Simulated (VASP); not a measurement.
# Pb (Fm-3m) in VASP: a series of runs

Runs on Pb. Level: PBE. Tasks: single point.

Program: VASP 6.6.1. These are calculated values, not measurements. Logs are shortened: lines on timing, memory, paths and dates and some standing lists are left out, and cuts for length are marked.

## Step 1: The cell of the first run

The structure is cubic, space group Fm-3m (No. 225). Conventional cell: a = 5.047 Å, b = 5.047 Å, c = 5.047 Å, α = 90.00°, β = 90.00°, γ = 90.00°. Within 4.7 Å of Pb (site symmetry m-3m) lie 12 Pb at 3.57 Å.

## Step 2: Single point, PBE (volume scaled by 1.06)

File INCAR:

```
ALGO = Normal
EDIFF = 1E-7
ENCUT = 520
GGA = PE
ISIF = 2
ISMEAR = -1
LASPH = T
LCHARG = T
LELF = T
LREAL = F
LVHAR = T
LWAVE = F
NBANDS = 13
NELM = 60
PREC = Accurate
SIGMA = 0.05
```

File KPOINTS:

```
k-points
0
Gamma
  9 9 9
```

File POSCAR:

```
Pb
1.0
    0.0000000000      2.5235621278      2.5235621278
    2.5235621278      0.0000000000      2.5235621278
    2.5235621278      2.5235621278      0.0000000000
Pb
1
Direct
    0.0000000000      0.0000000000      0.0000000000
```

Potentials or basis: VASP PAW PBE potentials, release 64 (Pb_d).

Launch:

```bash
$ cat potpaw_PBE.64/Pb_d/POTCAR > POTCAR
$ mpirun -np 1 vasp_std > vasp.out
```

OUTCAR:

```text
EDIFF = 1E-7
   ENCUT = 520
   GGA = PE
   ISIF = 2
   ISMEAR = -1
   LASPH = T
   LREAL = F
   NELM = 60
   PREC = Accurate

 ion  position               nearest neighbor table
   1  0.000  0.000  0.000-

  LATTYP: Found a face centered cubic cell.
 ALAT       =     5.0471242556

  Lattice vectors:

 A1 = (   0.0000000000,   2.5235621278,   2.5235621278)
 A2 = (   2.5235621278,   0.0000000000,   2.5235621278)
 A3 = (   2.5235621278,   2.5235621278,   0.0000000000)

Analysis of symmetry for initial positions (statically):
[... 5 lines left out ...]
 face centered cubic supercell.

 Subroutine GETGRP returns: Found 48 space group operations
 (whereof 48 operations were pure point group operations)
 out of a pool of 48 trial point group operations.

The static configuration has the point symmetry O_h .

Analysis of symmetry for dynamics (positions and initial velocities):
[... 5 lines left out ...]
 face centered cubic supercell.

 Subroutine GETGRP returns: Found 48 space group operations
 (whereof 48 operations were pure point group operations)
 out of a pool of 48 trial point group operations.

The dynamic configuration has the point symmetry O_h .

 Subroutine INISYM returns: Found 48 space group operations
 (whereof 48 operations are pure point group operations),
 and found     1 'primitive' translations

----------------------------------------------------------------------------------------

                                     Primitive cell

  volume of cell :      32.1419

  direct lattice vectors                    reciprocal lattice vectors
     0.000000000  2.523562128  2.523562128    -0.198132629  0.198132629  0.198132629
     2.523562128  0.000000000  2.523562128     0.198132629 -0.198132629  0.198132629
     2.523562128  2.523562128  0.000000000     0.198132629  0.198132629 -0.198132629

  length of vectors
     3.568855787  3.568855787  3.568855787     0.343175781  0.343175781  0.343175781

  position of ions in fractional coordinates (direct lattice)
     0.000000000  0.000000000  0.000000000

  ion indices of the primitive-cell ions
   primitive index   ion index
                 1           1

----------------------------------------------------------------------------------------

 KPOINTS: k-points

Automatic generation of k-mesh.
 Grid dimensions read from file:
 generate k-points for:    9    9    9

 Generating k-lattice:

  Cartesian coordinates                     Fractional coordinates (reciprocal lattice)
    -0.022014737  0.022014737  0.022014737     0.111111111  0.000000000  0.000000000
     0.022014737 -0.022014737  0.022014737     0.000000000  0.111111111  0.000000000
     0.022014737  0.022014737 -0.022014737     0.000000000  0.000000000  0.111111111

  Length of vectors
     0.038130642  0.038130642  0.038130642

  Shift w.r.t. Gamma in fractional coordinates (k-lattice)
     0.000000000  0.000000000  0.000000000

 Subroutine IBZKPT returns following result:
 ===========================================

 Found     35 irreducible k-points:

 Following reciprocal coordinates:
            Coordinates               Weight
  0.000000  0.000000  0.000000      1.000000
  0.111111  0.000000  0.000000      8.000000
  0.222222  0.000000  0.000000      8.000000
  0.333333  0.000000  0.000000      8.000000
  0.444444  0.000000  0.000000      8.000000
  0.111111  0.111111  0.000000      6.000000
[... 16 lines left out ...]
 -0.333333  0.333333  0.000000     12.000000
  0.444444  0.444444  0.000000      6.000000
 [... further k-points ...]
   k-points           NKPTS =     35   k-points in BZ     NKDIM =     35   number of bands    NBANDS=     13
   number of dos      NEDOS =    301   number of ions     NIONS =      1
   total plane-waves  NPLWV =  21952
   dimension x,y,z NGX =    28 NGY =   28 NGZ =   28
   dimension x,y,z NGXF=    56 NGYF=   56 NGZF=   56
   ions per type =               1
   NGX,Y,Z   is equivalent  to a cutoff of  13.04, 13.04, 13.04 a.u.
   NGXF,Y,Z  is equivalent  to a cutoff of  26.09, 26.09, 26.09 a.u.
 SYSTEM =  unknown system
   PREC   = accura    normal or accurate (medium, high low for compatibility)
   ISTART =      0    job   : 0-new  1-cont  2-samecut
   ICHARG =      2    charge: 1-file 2-atom 10-const
   ISPIN  =      1    spin polarized calculation?
   LNONCOLLINEAR =      F non collinear calculations
   LSORBIT =      F    spin-orbit coupling
   LASPH  =      T    aspherical Exc in radial PAW
   ENCUT  =  520.0 eV  38.22 Ry    6.18 a.u.   6.64  6.64  6.64*2*pi/ulx,y,z
   NELM   =     60;   NELMIN=  2; NELMDL= -5     # of ELM steps
   EDIFF  = 0.1E-06   stopping-criterion for ELM
   LREAL  =      F    real-space projection
   EDIFFG = 0.1E-05   stopping-criterion for IOM
   NSW    =      0    number of steps for IOM
   IBRION =     -1    ionic relax: 0-MD 1-quasi-New 2-CG
   NFREE  =      0    steps in history (QN), initial steepest desc. (CG)
   ISIF   =      2    stress and relaxation
   ISYM   =      2    0-nonsym 1-usesym 2-fastsym
   POTIM  = 0.5000    time-step for ionic-motion
   TEBEG  =    0.0;   TEEND  =   0.0 temperature during run
   PSTRESS=    0.0 pullay stress
   NELECT =      14.0000    total number of electrons
   NUPDOWN=      -1.0000    fix difference up-down
   EMIN   =  10.00;   EMAX   =-10.00  energy-range for DOS
   EFERMI =   0.00;   METHOD = LEGACY
   ISMEAR =    -1;   SIGMA  =   0.05  broadening in eV -4-tet -1-fermi 0-gaus
   EFERMI_NEDOS =   21; number of points for ismear=-14 and -15
   IALGO  =     38    algorithm
   IMIX   =      4    mixing-type and parameters
     AMIX     =   0.40;   BMIX     =  1.00
     AMIX_MAG =   1.60;   BMIX_MAG =  1.00
  volume/ion in A,a.u.               =      32.14       216.90
  Fermi-wavevector in a.u.,A,eV,Ry     =   1.240967  2.345087 20.952954  1.539999
  Thomas-Fermi vector in A             =   2.375385
   LORBIT       =      0    0 simple, 1 ext, 2 COOP (PROOUT), +10 PAW based schemes
   GGA     = PE    functional components
   LHFCALC =     F    Hartree Fock is set to
   AEXX    =    0.0000 exact exchange contribution
   IVDW    =     0    specifies the selected vdW correction
   LEPSILON=     F    determine dielectric tensor
   LRPA    =     F    only Hartree local field effects (RPA)
 non-spin polarized calculation
  energy-cutoff  :      520.00
  volume of cell :       32.14
 maximum number of plane-waves:       893
   NGX = 13   NGY = 13   NGZ = 13

 number of electron      14.0000003 magnetization

 Free energy of the ion-electron system (eV)
  ---------------------------------------------------
  ext. energy  EPLUGINS =         0.00000000
  ---------------------------------------------------
  free energy    TOTEN  =        -3.58061325 eV

  energy without entropy =       -3.57729427  energy(sigma->0) =       -3.57895376

 E-fermi :   6.5210     XC(G=0):  -9.9094

 val. band max:        6.4997794210   @ k =   0.3333   0.3333   0.0000
 cond. band min:       6.5535807750   @ k =  -0.2222   0.3333   0.1111
 fundamental gap:      0.0538013540
 Fermi energy:         6.5210010202

 k-point     1 :       0.0000    0.0000    0.0000
  band No.  band energies     occupation
      1     -10.3926      2.00000
      2     -10.3926      2.00000
      3     -10.3926      2.00000
      4     -10.2758      2.00000
      5     -10.2758      2.00000
      6      -4.7277      2.00000
      7      13.6105      0.00000
      8      13.6105      0.00000
      9      13.6105      0.00000
     10      16.3667      0.00000
     11      17.2484      0.00000
     12      18.7111      0.00000
     13      18.7111      0.00000

 k-point     2 :       0.1111    0.0000    0.0000
  band No.  band energies     occupation
      1     -10.3926      2.00000
      2     -10.3788      2.00000
      3     -10.3788      2.00000
      4     -10.2757      2.00000
      5     -10.2757      2.00000
      6      -4.5044      2.00000
      7      11.3695      0.00000
      8      13.3475      0.00000
      9      13.3475      0.00000
     10      15.8709      0.00000
     11      18.3491      0.00000
     12      19.1769      0.00000
     13      19.1769      0.00000

 k-point     3 :       0.2222    0.0000    0.0000
  band No.  band energies     occupation
      1     -10.3950      2.00000
      2     -10.3624      2.00000
      3     -10.3624      2.00000
      4     -10.2562      2.00000
      5     -10.2562      2.00000
      6      -3.8400      2.00000
      7       8.0905      0.00000
      8      12.7892      0.00000
      9      12.7892      0.00000
     10      15.4329      0.00000
     11      18.2386      0.00000
     12      18.8856      0.00000
     13      18.8856      0.00000

 k-point     4 :       0.3333    0.0000    0.0000
  band No.  band energies     occupation
      1     -10.4020      2.00000
      2     -10.3702      2.00000
      3     -10.3702      2.00000
      4     -10.2065      2.00000
      5     -10.2065      2.00000
      6      -2.7879      2.00000
      7       5.1601      2.00000
      8      12.2595      0.00000
      9      12.2595      0.00000
     10      15.3016      0.00000
     11      16.9463      0.00000
     12      18.0157      0.00000
     13      18.0157      0.00000

 k-point     5 :       0.4444    0.0000    0.0000
  band No.  band energies     occupation
      1     -10.4086      2.00000
      2     -10.3813      2.00000
      3     -10.3813      2.00000
      4     -10.1676      2.00000
      5     -10.1676      2.00000
      6      -1.6618      2.00000
      7       3.0721      2.00000
      8      11.9492      0.00000
      9      11.9492      0.00000
     10      15.4777      0.00000
     11      16.0590      0.00000
     12      17.5651      0.00000
     13      17.5651      0.00000
[... 257 lines left out ...]
 k-point    22 :      -0.4444    0.3333    0.0000
  band No.  band energies     occupation
      1     -10.4661      2.00000
      2     -10.3797      2.00000
      3     -10.2245      2.00000
      4     -10.2055      2.00000
      5     -10.1569      2.00000
      6      -0.4152      2.00000
      7       4.3623      2.00000
      8       6.2609      1.98904
      9       9.4021      0.00000
     10      12.8941      0.00000
     11      16.9383      0.00000
     12      22.3479      0.00000
     13      22.3515      0.00000

 k-point    23 :      -0.3333    0.3333    0.0000
  band No.  band energies     occupation
      1     -10.4357      2.00000
      2     -10.3028      2.00000
      3     -10.2640      2.00000
      4     -10.2475      2.00000
      5     -10.1939      2.00000
      6      -0.5466      2.00000
      7       4.9455      2.00000
      8       5.2222      2.00000
      9      10.1287      0.00000
     10      13.3866      0.00000
     11      19.9705      0.00000
     12      21.5795      0.00000
     13      21.6984      0.00000

 k-point    24 :       0.4444    0.4444    0.0000
  band No.  band energies     occupation
      1     -10.5229      2.00000
      2     -10.4432      2.00000
      3     -10.1748      2.00000
      4     -10.1415      2.00000
      5     -10.1415      2.00000
      6      -0.5235      2.00000
      7       4.0745      2.00000
      8       8.7240      0.00000
      9       8.7240      0.00000
     10      11.9601      0.00000
     11      13.1647      0.00000
     12      24.5706      0.00000
     13      25.9343      0.00000

 [... further k-points ...]
[... 5 lines left out ...]
  --------------------------------------------------------------------------------------
  -------------------------------------------------------------------------------------
  Total       -0.0778602     -0.0778602     -0.0778602      0.0000000     -0.0000000     -0.0000000
  in kB       -3.8810928     -3.8810928     -3.8810928      0.0000000     -0.0000000     -0.0000000
  external PRESSURE =      -3.8810928 kB  Pullay stress =       0.0000000 kB

 VOLUME and BASIS-vectors are now :
 -----------------------------------------------------------------------------
  energy-cutoff  :      520.00
  volume of cell :       32.14
      direct lattice vectors                 reciprocal lattice vectors
     0.000000000  2.523562128  2.523562128    -0.198132629  0.198132629  0.198132629
     2.523562128  0.000000000  2.523562128     0.198132629 -0.198132629  0.198132629
     2.523562128  2.523562128  0.000000000     0.198132629  0.198132629 -0.198132629

 POSITION                                       TOTAL-FORCE (eV/Angst)
 -----------------------------------------------------------------------------------
      0.00000      0.00000      0.00000        -0.000000      0.000000     -0.000000
 -----------------------------------------------------------------------------------
    total drift:                               -0.000000     -0.000000     -0.000000

  FREE ENERGIE OF THE ION-ELECTRON SYSTEM (eV)
  ---------------------------------------------------
  free  energy   TOTEN  =        -3.5806132508 eV

  energy  without entropy=       -3.5772942738  energy(sigma->0) =       -3.57895376
```

Wall time 7.1 s (1 thread of Intel Xeon 6975P-C (Granite Rapids), shared host); peak memory 0.15 GiB.

Results:

```yaml
Free_energy: -3.5806 eV
Pressure: -0.4 GPa
Band_gap_on_the_k_mesh: zero (band 7 reaches 13.61 eV, above the bottom of band 8 at 5.22 eV)
```

Caveat: spin-orbit coupling is left out, which moves the levels of the heavy elements.

## Step 3: Single point, PBE (volume scaled by 0.94)

File INCAR:

```
  PREC = Accurate
  ENCUT = 520
  EDIFF = 1E-6
  ISMEAR = -1
  SIGMA = 0.05
  LREAL = F
  LASPH = T
  NELM = 60
  ALGO = Normal
  ISIF = 2
  LWAVE = F
  LCHARG = F
  GGA = PE
  NBANDS = 13
```

File KPOINTS:

```
Automatic mesh
0
Gamma
  9 9 9
```

File POSCAR:

```
Pb
1.0
    0.0000000000      2.4244952108      2.4244952108
    2.4244952108      0.0000000000      2.4244952108
    2.4244952108      2.4244952108      0.0000000000
Pb
1
Direct
    0.0000000000      0.0000000000      0.0000000000
```

Potentials or basis: VASP PAW PBE potentials, release 64 (Pb_d).

Launch:

```bash
$ cat potpaw_PBE.64/Pb_d/POTCAR > POTCAR
$ mpirun -np 1 vasp_std > vasp.out
```

OUTCAR:

```text
PREC = Accurate
   ENCUT = 520
   EDIFF = 1E-6
   ISMEAR = -1
   LREAL = F
   LASPH = T
   NELM = 60
   ISIF = 2
   GGA = PE

 ion  position               nearest neighbor table
   1  0.000  0.000  0.000-

  LATTYP: Found a face centered cubic cell.
 ALAT       =     4.8489904216

  Lattice vectors:

 A1 = (   0.0000000000,   2.4244952108,   2.4244952108)
 A2 = (   2.4244952108,   0.0000000000,   2.4244952108)
 A3 = (   2.4244952108,   2.4244952108,   0.0000000000)

Analysis of symmetry for initial positions (statically):
[... 552 lines left out ...]
      5      -8.7709      2.00000
      6       0.8356      2.00000
      7       5.1390      2.00000
      8      10.2224      0.00000
      9      10.2224      0.00000
     10      13.6637      0.00000
     11      14.8929      0.00000
     12      26.6157      0.00000
     13      28.6717      0.00000

 [... further k-points ...]
[... 5 lines left out ...]
  --------------------------------------------------------------------------------------
  -------------------------------------------------------------------------------------
  Total        1.0515435      1.0515435      1.0515435     -0.0000000     -0.0000000     -0.0000000
  in kB       59.1076688     59.1076688     59.1076688     -0.0000000     -0.0000000     -0.0000000
  external PRESSURE =      59.1076688 kB  Pullay stress =       0.0000000 kB

 VOLUME and BASIS-vectors are now :
 -----------------------------------------------------------------------------
  energy-cutoff  :      520.00
  volume of cell :       28.50
      direct lattice vectors                 reciprocal lattice vectors
     0.000000000  2.424495211  2.424495211    -0.206228496  0.206228496  0.206228496
     2.424495211  0.000000000  2.424495211     0.206228496 -0.206228496  0.206228496
     2.424495211  2.424495211  0.000000000     0.206228496  0.206228496 -0.206228496

 POSITION                                       TOTAL-FORCE (eV/Angst)
 -----------------------------------------------------------------------------------
      0.00000      0.00000      0.00000         0.000000      0.000000      0.000000
 -----------------------------------------------------------------------------------
    total drift:                               -0.000000     -0.000000     -0.000000

  FREE ENERGIE OF THE ION-ELECTRON SYSTEM (eV)
  ---------------------------------------------------
  free  energy   TOTEN  =        -3.5245171349 eV

  energy  without entropy=       -3.5212013149  energy(sigma->0) =       -3.52285922
```

OSZICAR:

```text
N       E                     dE             d eps       ncg     rms          rms(c)
DAV:   1     0.108332658077E+03    0.10833E+03   -0.71313E+03   923   0.129E+03
DAV:   2     0.153376461928E+01   -0.10680E+03   -0.10346E+03   955   0.320E+02
DAV:   3    -0.342126994778E+01   -0.49550E+01   -0.49379E+01  1138   0.739E+01
DAV:   4    -0.353367888411E+01   -0.11241E+00   -0.11239E+00  1103   0.117E+01
DAV:   5    -0.353863072923E+01   -0.49518E-02   -0.49516E-02  1261   0.233E+00    0.591E-01
DAV:   6    -0.352762696838E+01    0.11004E-01   -0.13967E-02  1168   0.213E+00    0.287E-01
DAV:   7    -0.352465869236E+01    0.29683E-02   -0.61013E-03  1195   0.133E+00    0.869E-02
DAV:   8    -0.352452370114E+01    0.13499E-03   -0.45170E-04  1336   0.334E-01    0.998E-03
DAV:   9    -0.352451893109E+01    0.47700E-05   -0.80051E-06  1191   0.527E-02    0.529E-03
DAV:  10    -0.352451710906E+01    0.18220E-05   -0.74055E-07   780   0.102E-02    0.287E-04
DAV:  11    -0.352451713485E+01   -0.25792E-07   -0.11029E-07   690   0.614E-03
   1 F= -.35245171E+01 E0= -.35228592E+01  d E =-.331582E-02
```

stdout:

```text
POSCAR found type information on POSCAR Pb
 POSCAR found :  1 types and       1 ions
 scaLAPACK will be used
 LDA part: xc-table for (Slater+PW92), standard interpolation
 POSCAR, INCAR and KPOINTS ok, starting setup
 FFT: planning ... GRIDC
 FFT: planning ... GRID_SOFT
 FFT: planning ... GRID
 WAVECAR not read
 entering main loop
```

It took 5.7 s on 1 thread of Intel Xeon 6975P-C (Granite Rapids), shared host; peak memory 0.15 GiB.

Results:

```yaml
Free_energy: -3.5245 eV
Pressure: 5.9 GPa
Band_gap_on_the_k_mesh: zero (band 7 reaches 15.91 eV, above the bottom of band 8 at 6.32 eV)
```

Caveat: spin-orbit coupling is left out, which moves the levels of the heavy elements.

## Step 4: Single point, PBE (volume scaled by 0.96)

File INCAR:

```
ALGO     = Normal         # electronic algorithm
EDIFF    = 1E-7           # SCF threshold, eV
ENCUT    = 520            # plane-wave cutoff, eV
GGA      = PE             # functional
ISIF     = 2              # what is computed and relaxed
ISMEAR   = -1             # smearing method
LASPH    = True           # aspherical terms in the spheres
LCHARG   = False          # write CHGCAR
LREAL    = False          # projectors in reciprocal space
LWAVE    = False          # write WAVECAR
NBANDS   = 13             # bands
NELM     = 80             # most SCF steps
PREC     = Accurate       # precision mode
SIGMA    = 0.05           # smearing width, eV
```

File KPOINTS:

```
k-points
0
Gamma
  9 9 9
```

File POSCAR:

```
Pb
1.0
    0.0000000000      2.4415696833      2.4415696833
    2.4415696833      0.0000000000      2.4415696833
    2.4415696833      2.4415696833      0.0000000000
Pb
1
Direct
    0.0000000000      0.0000000000      0.0000000000
```

Launch:

```bash
$ cat potpaw_PBE.64/Pb_d/POTCAR > POTCAR
$ mpirun -np 1 vasp_std > vasp.out
```

It took 5.7 s on 1 thread of Intel Xeon 6975P-C (Granite Rapids), shared host; peak memory 0.15 GiB.

The run converged. Its results:

* Free energy: -3.5445 eV
* Pressure: 4.5 GPa
* Band gap on the k mesh: zero (band 7 reaches 15.49 eV, above the bottom of band 8 at 6.12 eV)

Levels at points of the mesh, in eV from the Fermi level:
| k point | band 3 | band 4 | band 5 | band 6 | band 7 | band 8 | band 9 | band 10 | band 11 | band 12 |
| --- | --- | --- | --- | --- | --- | --- | --- | --- | --- | --- |
| (0.00, 0.00, 0.00) | -16.94 | -16.78 | -16.78 | -11.88 | 7.91 | 7.91 | 7.91 | 9.95 | 12.03 | 12.96 |

Caveat: spin-orbit coupling is left out, which moves the levels of the heavy elements.

[end of part 1 of 2]
